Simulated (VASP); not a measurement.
Br:

```xyz
1
Lattice="3.0780 0.0000 0.0000 0.0000 3.0780 0.0000 0.0000 0.0000 3.0780" Properties=species:S:1:pos:R:3 pbc="T T T"
Br    0.0000    0.0000    0.0000
```

```yaml
Program: VASP 6.6.1
Task: relaxation of cell and atoms
Functional: LDA
Potentials_or_basis: VASP PAW LDA potentials, release 64 (Br)
Cutoff: 600 eV
k_mesh: 12 × 12 × 12
Occupations: fermi-dirac, width 0.1 eV
Spin: no spin polarisation
```

At the start: pressure -3.2 GPa; volume 29.16 Å³/atom.

How do energy, volume and symmetry change on relaxing?

Over 5 steps the energy falls by 27.1 meV/atom and the volume is 26.65 Å³/atom (-8.6 %); space group Pm-3m (No. 221, to 0.05 Å).

Step by step:
```csv
step,energy change (eV),largest force (eV/Å),pressure (GPa),volume (Å³)
1,0.0000,0.0000,-3.17,29.16
2,-0.0270,0.0000,-0.21,26.79
3,-0.0271,0.0000,-0.05,26.67
4,-0.0271,0.0000,0.05,26.62
5,-0.0271,0.0000,0.02,26.65
```

Final structure:
```cif
data_structure
_symmetry_space_group_name_H-M 'P 1'
_symmetry_Int_Tables_number 1
_cell_length_a 2.9871
_cell_length_b 2.9871
_cell_length_c 2.9871
_cell_angle_alpha 90.000
_cell_angle_beta 90.000
_cell_angle_gamma 90.000
_cell_volume 26.65
loop_
_atom_site_label
_atom_site_type_symbol
_atom_site_fract_x
_atom_site_fract_y
_atom_site_fract_z
_atom_site_occupancy
Br1 Br 0.00000 0.00000 0.00000 1
```

Caveat: an odd number of electrons without spin polarisation forces a metal; a magnetic or distorted state may lie lower.
